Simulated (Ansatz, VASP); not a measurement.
In3As in VASP and in Ansatz

```
CELL_PARAMETERS angstrom
4.67168 0.00000 0.00000
0.00000 4.67168 0.00000
0.00000 0.00000 4.67168
ATOMIC_POSITIONS crystal
In 0.50000 0.50000 0.00000
In 0.50000 0.00000 0.50000
In 0.00000 0.50000 0.50000
As 0.00000 0.00000 0.00000
```

Alike in both runs: functional PBEsol; k mesh 4 × 4 × 4; occupations fermi-dirac, width 0.05 eV; no spin polarisation.

|  | VASP | Ansatz |
| --- | --- | --- |
| version | VASP 6.6.1 | Ansatz 0.2.0 |
| potentials or method | VASP PAW PBE potentials, release 64 (In_d, As), cutoff 520 eV | all-electron LAPW, scalar-relativistic |
| task | single point | band structure |

```csv
,VASP,Ansatz,Ansatz less VASP
gap on the k mesh at the Fermi level (eV),none,none,-
pressure (GPa),-3.0,-3.0,0.00
```

VASP's potentials were made for PBE, not for PBEsol. A gap of «none» marks a metal or a gap that the smearing closes. Ansatz ran all-electron here, and VASP with PAW potentials.

Noted on Ansatz's run: the k mesh is thin for a metal, which can move the energy by tens of meV per atom.
